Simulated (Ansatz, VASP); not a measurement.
**One calculation of SrVO3, two programs**

```
Sr V O
1.0
     3.69240    0.00000    0.00000
     0.00000    3.69240    0.00000
     0.00000    0.00000    3.69240
Sr V O
1 1 3
Direct
  0.50000 0.50000 0.50000
  0.00000 0.00000 0.00000
  0.50000 0.00000 0.00000
  0.00000 0.50000 0.00000
  0.00000 0.00000 0.50000
```

Alike in both runs: task single point; functional PBEsol; k mesh 10 × 10 × 10; occupations gaussian, width 0.1 eV; collinear spin.

```csv
,VASP,Ansatz
version,VASP 6.6.1,Ansatz 0.2.0
potentials or method,"VASP PAW PBE potentials, release 64 (Sr_sv, V_sv, O), cutoff 520 eV","scalar-relativistic, plane waves, PAW"
valence electrons in the cell,41,41
```

|  | VASP | Ansatz | Ansatz less VASP |
| --- | --- | --- | --- |
| gap on the k mesh at the Fermi level (eV) | none | none | - |
| pressure (GPa) | 24.5 | 23.2 | -1.34 |
| net moment per atom (μB) | 0.04 | 0.04 | +0.001 |
| size of the moment on the site where the two differ most (μB) | 0.18 | 0.14 | -0.037 |

VASP's potentials were made for PBE, not for PBEsol. Site moments also hang on the region over which each program counts them. A gap of «none» marks a metal or a gap that the smearing closes. The functional is the same, so the differences come from potentials, cutoffs and numerics.
